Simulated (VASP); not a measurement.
Here is a VASP 6.6.1 calculation.

Contents of INCAR:

```
PREC = Accurate
ENCUT = 520
EDIFF = 1E-6
ISMEAR = 0
SIGMA = 0.1
LREAL = F
LASPH = T
NELM = 100
ALGO = Normal
ISIF = 2
LWAVE = F
LCHARG = F
GGA = PE
NBANDS = 21
```

The input KPOINTS:

```
Automatic mesh
0
Gamma
  4 4 6
```

Contents of POSCAR:

```
Al2H3Rh
1.0
    3.1644993868     -2.9293266110      0.0000000000
    3.1644993868      2.9293266110      0.0000000000
    0.0000000000      0.0000000000      2.9928369019
Al H Rh
2 3 1
Direct
    0.0000000000      0.5000000000      0.5000000000
    0.5000000000      0.0000000000      0.5000000000
    0.2182826638      0.7817173362      0.0000000000
    0.7817173362      0.2182826638      0.0000000000
    0.0000000000      0.0000000000      0.5000000000
    0.5000000000      0.5000000000      0.0000000000
```

Potentials or basis: VASP PAW PBE potentials, release 64 (Al, H, Rh_pv).

Command:

```console
$ cat potpaw_PBE.64/Al/POTCAR potpaw_PBE.64/H/POTCAR potpaw_PBE.64/Rh_pv/POTCAR > POTCAR
$ mpirun -np 1 vasp_std > vasp.out
```

**Question.** What does it give for the band gap on the k mesh?

**Answer.** Zero (bands 12 and 13 overlap by 0.19 eV).

**Question.** Estimate the largest force.

**Answer.** 0.007 eV/Å.

**Question.** Estimate the pressure.

**Answer.** -0.1 GPa.

Stress tensor (GPa, compression positive):
```
-0.22  0.00  0.00
 0.00 -0.26  0.00
 0.00  0.00  0.10
```

Caveat: the k points lie up to 0.37 Å⁻¹ apart.
